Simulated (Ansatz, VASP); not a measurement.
## K: VASP beside Ansatz

```
K
1.0
     4.25485    0.00000    0.00000
     0.00000    4.25485    0.00000
     0.00000    0.00000    4.25485
K
1
Direct
  0.00000 0.00000 0.00000
```

Alike in both runs: task relaxation of cell and atoms; functional LDA; k mesh 8 × 8 × 8; occupations fermi-dirac, width 0.1 eV; no spin polarisation.

|  | VASP | Ansatz |
| --- | --- | --- |
| version | VASP 6.6.1 | Ansatz 0.2.0 |
| potentials or method | VASP PAW LDA potentials, release 64 (K_sv), cutoff 600 eV | plane waves (420 eV) with PAW, scalar-relativistic |
| valence electrons in the cell | 9 | 9 |

Ansatz gave:

- relaxed volume (Å³/atom): 69.06
- relaxed cell length with the largest relative difference (Å): 4.103

Task: What did VASP give for the same quantities?

Result: Relaxed volume (Å³/atom): 68.78; relaxed cell length with the largest relative difference (Å): 4.097.

Ansatz warns that its potentials were made for another functional, while VASP's fit it. LDA's correlation is that of Perdew and Zunger in VASP and of Perdew and Wang (1992) in Ansatz.
